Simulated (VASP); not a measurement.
Set up this calculation in VASP 6.6.1, as the native input.

```yaml
Task: single point
Functional: r2SCAN
Potentials_or_basis: VASP PAW PBE potentials, release 64 (Cd_sv_GW, O)
Cutoff: 770 eV
k_mesh: 8 × 8 × 8
Occupations: gaussian, width 0.01 eV
Spin: no spin polarisation
Dipole_correction: no
Further_INCAR_settings: ALGO = Normal; EDIFF = 1e-06; NBANDS = 20
```

The system is CdO.

```
Cd O
1.0
     0.00000    2.35731    2.35731
     2.35731    0.00000    2.35731
     2.35731    2.35731    0.00000
Cd O
1 1
Direct
  0.00000 0.00000 0.00000
  0.50000 0.50000 0.50000
```

One way to write it, as run:

POSCAR

```
CdO
1.0
    0.0000000000      2.3573057052      2.3573057052
    2.3573057052      0.0000000000      2.3573057052
    2.3573057052      2.3573057052      0.0000000000
Cd O
1 1
Direct
    0.0000000000      0.0000000000      0.0000000000
    0.5000000000      0.5000000000      0.5000000000
```

INCAR.step1

```
  ALGO = Normal
  EDIFF = 1E-5
  ENCUT = 770
  GGA = PE
  GGA_COMPAT = F
  ISMEAR = 0
  LASPH = T
  LCHARG = F
  LREAL = F
  LWAVE = T
  NBANDS = 20
  NELM = 120
  PREC = Accurate
  SIGMA = 0.01
```

INCAR.step2

```
  ALGO = Normal
  EDIFF = 1E-6
  ENCUT = 770
  GGA_COMPAT = F
  ISIF = 2
  ISMEAR = 0
  ISTART = 1
  LASPH = T
  LCHARG = F
  LMIXTAU = T
  LREAL = F
  LWAVE = F
  METAGGA = R2SCAN
  NBANDS = 20
  NELM = 120
  PREC = Accurate
  SIGMA = 0.01
```

KPOINTS

```
k-points
0
Gamma
  8 8 8
```

Potentials or basis: VASP PAW PBE potentials, release 64 (Cd_sv_GW, O).

The run is started by

```bash
$ cat potpaw_PBE.64/Cd_sv_GW/POTCAR potpaw_PBE.64/O/POTCAR > POTCAR
$ cp INCAR.step1 INCAR
$ mpirun -np 1 vasp_std > vasp.out
$ cp INCAR.step2 INCAR
$ mpirun -np 1 vasp_std > vasp.out
```

It gave:

```json
{
  "Pressure": "-1.2 GPa",
  "Band gap on the k mesh": "0.09 eV (least direct gap 1.42 eV)"
}
```

Caveat: semilocal functionals underestimate gaps, and a narrow one can read as zero; the PAW data sets were made with another functional, which shifts forces and pressure a little.

Wall time 120 s on 1 thread of Intel(R) Xeon(R) Platinum 8259CL CPU @ 2.50GHz (Skylake/Cascade Lake), on a shared host, peak memory 0.2 GiB.
